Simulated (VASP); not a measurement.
Wanted: the native input for a VASP 6.6.1 run.

| Item | Value |
| --- | --- |
| Task | single point |
| Functional | PBE |
| Dispersion | D3(BJ) |
| Potentials or basis | VASP PAW PBE potentials, release 64 (W_sv) |
| Cutoff | 500 eV |
| k mesh | 8 × 8 × 8 |
| Occupations | gaussian, width 0.1 eV |
| Spin | no spin polarisation |
| Dipole correction | no |
| Further INCAR settings | ALGO = Normal; EDIFF = 1e-06; NBANDS = 13 |

The structure of W lies in POSCAR:

```
W
1.0
   -1.5823450000      1.5823450000      1.5823450000
    1.5823450000     -1.5823450000      1.5823450000
    1.5823450000      1.5823450000     -1.5823450000
W
1
Direct
    0.0000000000      0.0000000000      0.0000000000
```

One way to write it, as run:

INCAR

```
  PREC = Accurate
  ENCUT = 500
  EDIFF = 1E-6
  ISMEAR = 0
  SIGMA = 0.1
  LREAL = F
  LASPH = T
  NELM = 120
  ALGO = Normal
  ISIF = 2
  LWAVE = F
  LCHARG = F
  GGA = PE
  IVDW = 12
  NBANDS = 13
  GGA_COMPAT = F
```

KPOINTS

```
regular mesh
0
Gamma
  8 8 8
```

Potentials or basis: VASP PAW PBE potentials, release 64 (W_sv).

Run with:

```sh
$ cat potpaw_PBE.64/W_sv/POTCAR > POTCAR
$ mpirun -np 1 vasp_std > vasp.out
```

Results of the run:

```yaml
Pressure: -0.6 GPa
Band_gap_on_the_k_mesh: zero (band 7 reaches 16.62 eV, above the bottom of band 8 at 10.22 eV)
Dispersion_energy_per_atom: -0.695 eV
```

Caveat: spin-orbit coupling is left out, which moves the levels of the heavy elements; pairwise dispersion overbinds metals, which lowers pressure and volume.

Run time: 4.8 s on 1 thread of Intel Xeon 6975P-C, on a shared host, peak memory 0.13 GiB.
